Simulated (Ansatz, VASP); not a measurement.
AlN: VASP beside Ansatz

```
Al N
1.0
     3.23045    0.00000    0.00000
    -1.61522    2.79765    0.00000
     0.00000    0.00000    4.11656
Al N
2 2
Cartesian
  0.0000 1.8651 3.0874
  1.6152 0.9325 1.0291
  0.0000 1.8651 1.0291
  1.6152 0.9325 3.0874
```

Alike in both runs: task single point; functional PBEsol; k mesh 9 × 9 × 6; occupations gaussian, width 0.05 eV; no spin polarisation.

|  | VASP | Ansatz |
| --- | --- | --- |
| version | VASP 6.6.1 | Ansatz 0.2.0 |
| potentials or method | VASP PAW PBE potentials, release 64 (Al, N), cutoff 520 eV | scalar-relativistic, plane waves, PAW |
| valence electrons in the cell | 16 | 16 |

Ansatz gave:

| Property | Result |
| --- | --- |
| gap on the k mesh at the Fermi level (eV) | 3.65 |
| least direct gap on the mesh (eV) | 3.65 |
| pressure (GPa) | 12.2 |
| traceless stress, the component that is largest in VASP (GPa) | -4.16 |

Which values does VASP return?

gap on the k mesh at the Fermi level (eV): 3.67; least direct gap on the mesh (eV): 3.67; pressure (GPa): 12.3; traceless stress, the component that is largest in VASP (GPa): -4.21.

VASP's potentials were made for PBE, not for PBEsol, and Ansatz warns of the same on its side.
